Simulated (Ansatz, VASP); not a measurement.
**AlNi3 in VASP and in Ansatz**

INCAR

```
PREC = Accurate ; ENCUT = 520
EDIFF = 1E-7 ; ISMEAR = 0
SIGMA = 0.15 ; LREAL = False
LASPH = True ; NELM = 80
ALGO = Fast ; ISIF = 2
LWAVE = False ; LCHARG = False
GGA = PS ; NBANDS = 24
```

File KPOINTS:

```
Automatic mesh
0
Gamma
  14 14 14
```

Contents of POSCAR:

```
AlNi3
1.0
    0.0000000000      2.5745352306      2.9103441737
    2.5745352306      0.0000000000      2.9103441737
    2.5745352306      2.5745352306      0.0000000000
Al Ni
1 3
Direct
    0.5000000000      0.5000000000      0.5000000000
    0.2500000000      0.2500000000      0.2500000000
    0.0000000000      0.0000000000      0.0000000000
    0.7500000000      0.7500000000      0.7500000000
```

Input for Ansatz:

```yaml
crystal:
  lattice:
    - [0.0, 2.5745352306, 2.9103441737]
    - [2.5745352306, 0.0, 2.9103441737]
    - [2.5745352306, 2.5745352306, 0.0]
  atoms:
    - { symbol: Al, position: [0.5, 0.5, 0.5] }
    - { symbol: Ni, position: [0.25, 0.25, 0.25] }
    - { symbol: Ni, position: [0.0, 0.0, 0.0] }
    - { symbol: Ni, position: [0.75, 0.75, 0.75] }
basis:
  ecutwfc: 420
kpoints:
  mp_grid: { grid: [14, 14, 14] }
hamiltonian:
  xc: pbesol
scf:
  occupations: { method: gaussian, width: 0.15 }
output:
  forces: true
  stress: true
  eigenvalues: true
```

Change from the starting cell: strain -0.080 along x and y, +0.040 along z, atoms carried along.

Alike in both runs: task single point; functional PBEsol; k mesh 14 × 14 × 14; occupations gaussian, width 0.15 eV; no spin polarisation.

|  | VASP | Ansatz |
| --- | --- | --- |
| version | VASP 6.6.1 | Ansatz 0.2.0 |
| potentials or method | VASP PAW PBE potentials, release 64 (Al, Ni), cutoff 520 eV | scalar-relativistic, plane waves, PAW |
| valence electrons in the cell | 33 | 57 |

VASP gave:

```
gap on the k mesh at the Fermi level (eV)                     : none
pressure (GPa)                                                : 34.3
traceless stress, the component that is largest in VASP (GPa) : 2.29
```

**Question.** Estimate Ansatz's values.

**Answer.** gap on the k mesh at the Fermi level (eV): none; pressure (GPa): 34.3; traceless stress, the component that is largest in VASP (GPa): 2.45.

VASP's potentials were made for PBE, not for PBEsol. A gap of «none» marks a metal or a gap that the smearing closes. Both programs put the cell under a high pressure, so it lies far from rest at this level. The functional is the same, so the differences come from potentials, cutoffs and numerics. VASP's potentials hold 33 valence electrons a cell and Ansatz's 57, so a difference there can come from the potentials and not from the codes.
